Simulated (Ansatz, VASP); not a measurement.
## AlN: VASP beside Ansatz

The input INCAR:

```
PREC     = Accurate       # precision mode
ENCUT    = 520            # plane-wave cutoff, eV
EDIFF    = 1E-6           # SCF threshold, eV
ISMEAR   = 0              # smearing method
SIGMA    = 0.05           # smearing width, eV
LREAL    = False          # projectors in reciprocal space
LASPH    = True           # aspherical terms in the spheres
NELM     = 100            # most SCF steps
ALGO     = Normal         # electronic algorithm
ISIF     = 2              # what is computed and relaxed
LWAVE    = False          # write WAVECAR
LCHARG   = True           # write CHGCAR
LELF     = True           # ELF
LVHAR    = True         
NBANDS   = 16             # bands
```

The input KPOINTS:

```
Automatic mesh
0
Gamma
  8 8 6
```

The input POSCAR:

```
AlN
1.0
    0.0000000000     -1.9553821214     -1.9553821214
    0.0000000000      1.9553821214     -1.9553821214
    3.9107642427      0.0000000000      0.0000000000
Al N
2 2
Direct
    0.5000000000      0.5000000000      0.0000000000
    0.0000000000      0.0000000000      0.5000000000
    0.5000000000      0.5000000000      0.5000000000
    0.0000000000      1.0000000000      0.0000000000
```

Input for Ansatz:

```yaml
crystal:
  lattice:
    - [0.0, -1.9553821214, -1.9553821214]
    - [0.0, 1.9553821214, -1.9553821214]
    - [3.9107642427, 0.0, 0.0]
  atoms:
    - { symbol: Al, position: [0.5, 0.5, 0.0] }
    - { symbol: Al, position: [0.0, 0.0, 0.5] }
    - { symbol: "N", position: [0.5, 0.5, 0.5] }
    - { symbol: "N", position: [0.0, 1.0, 0.0] }
basis:
  ecutwfc: 520.0
kpoints:
  mp_grid: { grid: [8, 8, 6] }
hamiltonian:
  xc: lda
scf:
  occupations: { method: gaussian, width: 0.05 }
output:
  forces: true
  stress: true
  eigenvalues: true
```

Change from the starting cell: mode 4 frozen in at +0.000 Å, equal normal strain along x, y and z -0.0250.

Alike in both runs: task single point; functional LDA; k mesh 8 × 8 × 6; occupations gaussian, width 0.05 eV; no spin polarisation.

```csv
,VASP,Ansatz
version,VASP 6.6.1,Ansatz 0.2.0
potentials or method,"VASP PAW LDA potentials, release 64 (Al, N), cutoff 520 eV","scalar-relativistic, plane waves, PAW"
valence electrons in the cell,16,16
```

Ansatz gave:

- gap on the k mesh at the Fermi level (eV): 5.00
- least direct gap on the mesh (eV): 5.00
- pressure (GPa): 24.4

Problem. Which values does VASP return?

Solution. gap on the k mesh at the Fermi level (eV): 4.99; least direct gap on the mesh (eV): 4.99; pressure (GPa): 25.3.

LDA's correlation is that of Perdew and Zunger in VASP and of Perdew and Wang (1992) in Ansatz.
